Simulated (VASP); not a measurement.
# Cd (P6/mmm) in VASP: a series of runs

The runs below take Cd through single point, with r2SCAN.

Everything below comes from runs of VASP 6.6.1. Logs are shortened: lines on timing, memory, paths and dates and some standing lists are left out, and cuts for length are marked.

## Step 1: The cell of the first run

It takes space group P6/mmm (No. 191, hexagonal). The conventional cell has a = 5.215 Å, b = 5.215 Å, c = 3.197 Å, α = 90.00°, β = 90.00°, γ = 120.00°. Cd (site symmetry 6/mmm) has 14 Cd at 3.20 to 3.41 Å within 4.2 Å. Within 4.0 Å of Cd (site symmetry -6m2) lie 11 Cd at 3.01 to 3.41 Å.

This isn't the form of Cd at room conditions, which is hcp.

## Step 2: Single point, r2SCAN

POSCAR reads:

```
Cd
1.0
    5.2152712286      0.0000000000      0.0000000000
   -2.6076356143      4.5165573716      0.0000000000
    0.0000000000      0.0000000000      3.1971880141
Cd
3
Direct
    0.0000000000      0.0000000000      0.0000000000
    0.3333333333      0.6666666667      0.5000000000
    0.6666666667      0.3333333333      0.5000000000
```

INCAR.step1 reads:

```
SYSTEM = Cd
PREC = Accurate
ENCUT = 520
ISMEAR = 0
SIGMA = 0.1
LREAL = .FALSE.
LASPH = .TRUE.
NELM = 80
NBANDS = 25
GGA = PE
ALGO = Normal
EDIFF = 1E-4
LWAVE = .TRUE.
LCHARG = .FALSE.
```

INCAR.step2 reads:

```
SYSTEM = Cd
PREC = Accurate
ENCUT = 520
EDIFF = 1E-6
ISMEAR = 0
SIGMA = 0.1
LREAL = .FALSE.
LASPH = .TRUE.
NELM = 80
ALGO = Normal
ISIF = 2
LWAVE = .FALSE.
LCHARG = .FALSE.
METAGGA = R2SCAN
LMIXTAU = .TRUE.
NBANDS = 25
ISTART = 1
```

KPOINTS reads:

```
regular mesh
0
G
  6 6 6
  0 0 0
```

Potentials or basis: VASP PAW PBE potentials, release 64 (Cd).

Started as:

```console
> cat potpaw_PBE.64/Cd/POTCAR > POTCAR
> cp INCAR.step1 INCAR
> mpirun -np 1 vasp_std > vasp.out
> cp INCAR.step2 INCAR
> mpirun -np 1 vasp_std > vasp.out
```

OUTCAR:

```text
SYSTEM = Cd
   PREC = Accurate
   ENCUT = 520
   EDIFF = 1E-6
   ISMEAR = 0
   LREAL = .FALSE.
   LASPH = .TRUE.
   NELM = 80
   ISIF = 2
   METAGGA = R2SCAN
   ISTART = 1

 ion  position               nearest neighbor table
   1  0.000  0.000  0.000-   2 3.41   3 3.41   2 3.41   3 3.41   3 3.41   3 3.41   2 3.41   2 3.41
                             3 3.41   3 3.41   2 3.41   2 3.41
   2  0.333  0.667  0.500-   3 3.01   3 3.01   3 3.01   1 3.41   1 3.41   1 3.41   1 3.41   1 3.41
                             1 3.41
   3  0.667  0.333  0.500-   2 3.01   2 3.01   2 3.01   1 3.41   1 3.41   1 3.41   1 3.41   1 3.41
                             1 3.41

  LATTYP: Found a hexagonal cell.
 ALAT       =     5.2152712286
 C/A-ratio  =     0.6130434783

  Lattice vectors:

 A1 = (   5.2152712286,   0.0000000000,   0.0000000000)
 A2 = (  -2.6076356143,   4.5165573716,   0.0000000000)
 A3 = (   0.0000000000,   0.0000000000,   3.1971880141)

Analysis of symmetry for initial positions (statically):
=====================================================================
 Subroutine PRICEL returns:
 Original cell was already a primitive cell.

 Routine SETGRP: Setting up the symmetry group for a
 hexagonal supercell.

 Subroutine GETGRP returns: Found 24 space group operations
 (whereof 24 operations were pure point group operations)
 out of a pool of 24 trial point group operations.

The static configuration has the point symmetry D_6h.

Analysis of symmetry for dynamics (positions and initial velocities):
=====================================================================
 Subroutine PRICEL returns:
 Original cell was already a primitive cell.

 Routine SETGRP: Setting up the symmetry group for a
 hexagonal supercell.

 Subroutine GETGRP returns: Found 24 space group operations
 (whereof 24 operations were pure point group operations)
 out of a pool of 24 trial point group operations.

The dynamic configuration has the point symmetry D_6h.

 Subroutine INISYM returns: Found 24 space group operations
 (whereof 24 operations are pure point group operations),
 and found     1 'primitive' translations

----------------------------------------------------------------------------------------

                                     Primitive cell

  volume of cell :      75.3100

  direct lattice vectors                    reciprocal lattice vectors
     5.215271229  0.000000000  0.000000000     0.191744582  0.110703786  0.000000000
    -2.607635614  4.516557372  0.000000000     0.000000000  0.221407572  0.000000000
     0.000000000  0.000000000  3.197188014     0.000000000  0.000000000  0.312774850

  length of vectors
     5.215271229  5.215271229  3.197188014     0.221407572  0.221407572  0.312774850

  position of ions in fractional coordinates (direct lattice)
     0.000000000  0.000000000  0.000000000
     0.333333333  0.666666667  0.500000000
     0.666666667  0.333333333  0.500000000

  ion indices of the primitive-cell ions
   primitive index   ion index
                 1           1
                 2           2
                 3           3

----------------------------------------------------------------------------------------

 KPOINTS: regular mesh

Automatic generation of k-mesh.
 Grid dimensions read from file:
 generate k-points for:    6    6    6

 Generating k-lattice:

  Cartesian coordinates                     Fractional coordinates (reciprocal lattice)
     0.031957430  0.018450631  0.000000000     0.166666667  0.000000000  0.000000000
     0.000000000  0.036901262  0.000000000     0.000000000  0.166666667  0.000000000
     0.000000000  0.000000000  0.052129142     0.000000000  0.000000000  0.166666667

  Length of vectors
     0.036901262  0.036901262  0.052129142

  Shift w.r.t. Gamma in fractional coordinates (k-lattice)
     0.000000000  0.000000000  0.000000000

 Subroutine IBZKPT returns following result:
 ===========================================

 Found     28 irreducible k-points:

 Following reciprocal coordinates:
            Coordinates               Weight
  0.000000  0.000000  0.000000      1.000000
  0.166667  0.000000  0.000000      6.000000
  0.333333  0.000000  0.000000      6.000000
  0.500000  0.000000  0.000000      3.000000
  0.166667  0.166667  0.000000      6.000000
  0.333333  0.166667  0.000000     12.000000
[... 16 lines left out ...]
  0.166667  0.000000  0.500000      6.000000
  0.333333  0.000000  0.500000      6.000000
 [... further k-points ...]
   k-points           NKPTS =     28   k-points in BZ     NKDIM =     28   number of bands    NBANDS=     25
   number of dos      NEDOS =    301   number of ions     NIONS =      3
   total plane-waves  NPLWV =  38400
   dimension x,y,z NGX =    40 NGY =   40 NGZ =   24
   dimension x,y,z NGXF=    80 NGYF=   80 NGZF=   48
   ions per type =               3
   NGX,Y,Z   is equivalent  to a cutoff of  12.75, 12.75, 12.48 a.u.
   NGXF,Y,Z  is equivalent  to a cutoff of  25.50, 25.50, 24.96 a.u.
 SYSTEM =  Cd
   PREC   = accura    normal or accurate (medium, high low for compatibility)
   ISTART =      1    job   : 0-new  1-cont  2-samecut
   ICHARG =      0    charge: 1-file 2-atom 10-const
   ISPIN  =      1    spin polarized calculation?
   LNONCOLLINEAR =      F non collinear calculations
   LSORBIT =      F    spin-orbit coupling
   LASPH  =      T    aspherical Exc in radial PAW
   ENCUT  =  520.0 eV  38.22 Ry    6.18 a.u.   9.70  9.70  5.94*2*pi/ulx,y,z
   NELM   =     80;   NELMIN=  2; NELMDL=  0     # of ELM steps
   EDIFF  = 0.1E-05   stopping-criterion for ELM
   LREAL  =      F    real-space projection
   EDIFFG = 0.1E-04   stopping-criterion for IOM
   NSW    =      0    number of steps for IOM
   IBRION =     -1    ionic relax: 0-MD 1-quasi-New 2-CG
   NFREE  =      0    steps in history (QN), initial steepest desc. (CG)
   ISIF   =      2    stress and relaxation
   ISYM   =      2    0-nonsym 1-usesym 2-fastsym
   POTIM  = 0.5000    time-step for ionic-motion
   TEBEG  =    0.0;   TEEND  =   0.0 temperature during run
   PSTRESS=    0.0 pullay stress
   NELECT =      36.0000    total number of electrons
   NUPDOWN=      -1.0000    fix difference up-down
   EMIN   =  10.00;   EMAX   =-10.00  energy-range for DOS
   EFERMI =   0.00;   METHOD = LEGACY
   ISMEAR =     0;   SIGMA  =   0.10  broadening in eV -4-tet -1-fermi 0-gaus
   EFERMI_NEDOS =   21; number of points for ismear=-14 and -15
   IALGO  =     38    algorithm
   IMIX   =      4    mixing-type and parameters
     AMIX     =   0.40;   BMIX     =  1.00
     AMIX_MAG =   1.60;   BMIX_MAG =  1.00
  volume/ion in A,a.u.               =      25.10       169.41
  Fermi-wavevector in a.u.,A,eV,Ry     =   1.280044  2.418932 22.293307  1.638512
  Thomas-Fermi vector in A             =   2.412494
   LORBIT       =      0    0 simple, 1 ext, 2 COOP (PROOUT), +10 PAW based schemes
   METAGGA = R2SCAN    functional components
   LHFCALC =     F    Hartree Fock is set to
   AEXX    =    0.0000 exact exchange contribution
   IVDW    =     0    specifies the selected vdW correction
   LEPSILON=     F    determine dielectric tensor
   LRPA    =     F    only Hartree local field effects (RPA)
 non-spin polarized calculation
 Gauss-broadening in eV      SIGMA  =   0.10
  energy-cutoff  :      520.00
  volume of cell :       75.31
 maximum number of plane-waves:      2048
 NGX is ok and might be reduce to    40
   NGX = 19   NGY = 19   NGZ = 11

 number of electron      36.0000005 magnetization

 Free energy of the ion-electron system (eV)
  ---------------------------------------------------
  ext. energy  EPLUGINS =         0.00000000
  ---------------------------------------------------
  free energy    TOTEN  =       -59.93091615 eV

  energy without entropy =      -59.92484563  energy(sigma->0) =      -59.92788089

 E-fermi :   1.9135     XC(G=0): -10.9227

 val. band max:        1.8556265334   @ k =   0.3333   0.1667   0.5000
 cond. band min:       2.0058754769   @ k =   0.1667   0.0000   0.3333
 fundamental gap:      0.1502489435
 Fermi energy:         1.9134682825

 k-point     1 :       0.0000    0.0000    0.0000
  band No.  band energies     occupation
      1      -7.9097      2.00000
      2      -7.4557      2.00000
      3      -7.4355      2.00000
      4      -7.3939      2.00000
      5      -7.3939      2.00000
      6      -7.2261      2.00000
[... 17 lines left out ...]
     24      13.2084      0.00000
     25      17.1743      0.00000

 k-point     2 :       0.1667    0.0000    0.0000
  band No.  band energies     occupation
      1      -7.8740      2.00000
      2      -7.5613      2.00000
      3      -7.5021      2.00000
      4      -7.4845      2.00000
      5      -7.4315      2.00000
      6      -7.2699      2.00000
[... 17 lines left out ...]
     24      13.3122      0.00000
     25      14.9350      0.00000

 k-point     3 :       0.3333    0.0000    0.0000
  band No.  band energies     occupation
      1      -7.7884      2.00000
      2      -7.7433      2.00000
      3      -7.5990      2.00000
      4      -7.5592      2.00000
      5      -7.4642      2.00000
      6      -7.3069      2.00000
[... 17 lines left out ...]
     24      11.6377      0.00000
     25      12.1741      0.00000

 k-point     4 :       0.5000    0.0000    0.0000
  band No.  band energies     occupation
      1      -7.8243      2.00000
      2      -7.7043      2.00000
      3      -7.6291      2.00000
      4      -7.6274      2.00000
      5      -7.4795      2.00000
      6      -7.3255      2.00000
[... 17 lines left out ...]
     24      11.3213      0.00000
     25      11.9688      0.00000
[... 477 lines left out ...]
 k-point    22 :       0.0000    0.0000    0.5000
  band No.  band energies     occupation
      1      -7.7796      2.00000
      2      -7.7796      2.00000
      3      -7.6579      2.00000
      4      -7.6579      2.00000
      5      -7.3438      2.00000
      6      -7.3354      2.00000
[... 17 lines left out ...]
     24       6.7096      0.00000
     25       6.7449      0.00000

 k-point    23 :       0.1667    0.0000    0.5000
  band No.  band energies     occupation
      1      -7.7523      2.00000
      2      -7.7370      2.00000
      3      -7.7222      2.00000
      4      -7.6709      2.00000
      5      -7.3522      2.00000
      6      -7.3059      2.00000
[... 17 lines left out ...]
     24       8.0663      0.00000
     25       8.4243      0.00000

 k-point    24 :       0.3333    0.0000    0.5000
  band No.  band energies     occupation
      1      -7.7415      2.00000
      2      -7.6962      2.00000
      3      -7.6838      2.00000
      4      -7.6286      2.00000
      5      -7.4333      2.00000
      6      -7.3752      2.00000
[... 17 lines left out ...]
     24       9.9403      0.00000
     25      10.3232      0.00000

 [... further k-points ...]
[... 5 lines left out ...]
  --------------------------------------------------------------------------------------
  -------------------------------------------------------------------------------------
  Total       -1.1316357     -1.1316357     -2.4572294     -0.0000000      0.0000000      0.0000000
  in kB      -24.0749070    -24.0749070    -52.2761605     -0.0000000      0.0000000      0.0000000
  external PRESSURE =     -33.4753249 kB  Pullay stress =       0.0000000 kB

 VOLUME and BASIS-vectors are now :
 -----------------------------------------------------------------------------
  energy-cutoff  :      520.00
  volume of cell :       75.31
      direct lattice vectors                 reciprocal lattice vectors
     5.215271229  0.000000000  0.000000000     0.191744582  0.110703786  0.000000000
    -2.607635614  4.516557372  0.000000000     0.000000000  0.221407572  0.000000000
     0.000000000  0.000000000  3.197188014     0.000000000  0.000000000  0.312774850

 POSITION                                       TOTAL-FORCE (eV/Angst)
 -----------------------------------------------------------------------------------
      0.00000      0.00000      0.00000        -0.000000      0.000000      0.000000
     -0.00000      3.01104      1.59859         0.000000      0.000000      0.000000
      2.60764      1.50552      1.59859        -0.000000     -0.000000     -0.000000
 -----------------------------------------------------------------------------------
    total drift:                                0.000000     -0.000000      0.000000

  FREE ENERGIE OF THE ION-ELECTRON SYSTEM (eV)
  ---------------------------------------------------
  free  energy   TOTEN  =       -59.9309161479 eV

  energy  without entropy=      -59.9248456287  energy(sigma->0) =      -59.92788089
```

It took 3.6 min on 1 thread of Intel Xeon 8259CL, shared host; peak memory 0.21 GiB.

Results:

```yaml
Free_energy: -59.9309 eV
Pressure: -3.3 GPa
Band_gap_on_the_k_mesh: zero (bands 18 and 19 overlap by 4.66 eV)
```

Caveat: the cell stands under tension; the PAW data sets were made with another functional, which shifts forces and pressure a little.

## Step 3: Single point, r2SCAN

This run uses another cell than the first one, of 22.41 Å³/atom.

POSCAR reads:

```
Cd
1.0
    4.9598690547      0.0000000000      0.0000000000
   -2.4799345274      4.2953726008      0.0000000000
    0.0000000000      0.0000000000      3.1556419582
Cd
3
Direct
    0.0000000000      0.0000000000      0.0000000000
    0.3333333333      0.6666666667      0.5000000000
    0.6666666667      0.3333333333      0.5000000000
```

INCAR.step1 reads:

```
  PREC = Accurate
  ENCUT = 520
  ISMEAR = 0
  SIGMA = 0.1
  LREAL = False
  LASPH = True
  NELM = 80
  NBANDS = 25
  GGA = PE
  ALGO = Normal
  EDIFF = 1E-4
  LWAVE = True
  LCHARG = False
```

INCAR.step2 reads:

```
  PREC = Accurate
  ENCUT = 520
  EDIFF = 1E-6
  ISMEAR = 0
  SIGMA = 0.1
  LREAL = False
  LASPH = True
  NELM = 80
  ALGO = Normal
  ISIF = 2
  LWAVE = False
  LCHARG = False
  METAGGA = R2SCAN
  LMIXTAU = True
  NBANDS = 25
  ISTART = 1
```

KPOINTS reads:

```
Automatic mesh
0
Gamma
  12 12 14
```

Potentials or basis: VASP PAW PBE potentials, release 64 (Cd).

Started as:

```console
> cat potpaw_PBE.64/Cd/POTCAR > POTCAR
> cp INCAR.step1 INCAR
> mpirun -np 1 vasp_std > vasp.out
> cp INCAR.step2 INCAR
> mpirun -np 1 vasp_std > vasp.out
```

It took 17 min on 1 thread of Intel Xeon 8259CL, shared host; peak memory 0.32 GiB.

The run converged. Its results:

| Quantity | Value |
| --- | --- |
| Free energy | -60.0231 eV |
| Pressure | 0.3 GPa |
| Band gap on the k mesh | zero (bands 18 and 19 overlap by 4.68 eV) |

Stress tensor (GPa, compression positive):
```
0.31 0.00 0.00
0.00 0.31 0.00
0.00 0.00 0.20
```

Levels at points of the mesh, in eV from the Fermi level:
```
           k point  band 16  band 17  band 18  band 19  band 20  band 21
(0.00, 0.00, 0.00)    -8.84     0.82     1.06     1.06     1.09     1.11
(0.50, 0.00, 0.00)    -6.50    -6.43    -2.12    -0.71     7.71     7.76
(0.00, 0.00, 0.50)    -4.44    -3.98     3.62     3.62     3.92     4.15
(0.50, 0.00, 0.50)    -2.61    -1.83    -1.68    -1.06     2.19     2.65
```

Caveat: the PAW data sets were made with another functional, which shifts forces and pressure a little.

## Step 4: Single point, r2SCAN

This run uses another cell than the first one, of 22.41 Å³/atom.

POSCAR is that of step 3.

INCAR.step1 reads:

```
SYSTEM = Cd
PREC = Accurate
ENCUT = 520
ISMEAR = 0
SIGMA = 0.1
LREAL = .False.
LASPH = .True.
NELM = 80
NBANDS = 25
GGA = PE
ALGO = Normal
EDIFF = 1E-4
LWAVE = .True.
LCHARG = .False.
```

INCAR.step2 reads:

```
SYSTEM = Cd
PREC = Accurate
ENCUT = 520
EDIFF = 1E-6
ISMEAR = 0
SIGMA = 0.1
LREAL = .False.
LASPH = .True.
NELM = 80
ALGO = Normal
ISIF = 2
LWAVE = .False.
LCHARG = .False.
METAGGA = R2SCAN
LMIXTAU = .True.
NBANDS = 25
ISTART = 1
```

KPOINTS reads:

```
Automatic mesh
0
Gamma
  12 12 14
  0 0 0
```

Started as:

```console
> cat potpaw_PBE.64/Cd/POTCAR > POTCAR
> cp INCAR.step1 INCAR
> mpirun -np 1 vasp_std > vasp.out
> cp INCAR.step2 INCAR
> mpirun -np 1 vasp_std > vasp.out
```

Run time: 16 min. Hardware: 1 thread of Intel Xeon 8259CL, shared host; peak memory 0.33 GiB.

It converged, with:

```
Free energy            : -60.0231 eV
Pressure               : 0.3 GPa
Band gap on the k mesh : zero (bands 18 and 19 overlap by 4.68 eV)
```

Stress tensor (GPa, compression positive):
```
0.31 0.00 0.00
0.00 0.31 0.00
0.00 0.00 0.20
```

Levels at points of the mesh, in eV from the Fermi level:
```tsv
k point	band 15	band 16	band 17	band 18	band 19	band 20	band 21	band 22
(0.00, 0.00, 0.00)	-8.84	-8.84	0.82	1.06	1.06	1.09	1.11	1.11
(0.50, 0.00, 0.00)	-8.75	-6.50	-6.43	-2.12	-0.71	7.71	7.76	8.27
(0.00, 0.00, 0.50)	-8.69	-4.44	-3.98	3.62	3.62	3.92	4.15	4.88
(0.50, 0.00, 0.50)	-8.72	-2.61	-1.83	-1.68	-1.06	2.19	2.65	2.96
```

Caveat: the PAW data sets were made with another functional, which shifts forces and pressure a little.

The gap in the log of VASP goes by the Fermi energy; the results here count the filled bands.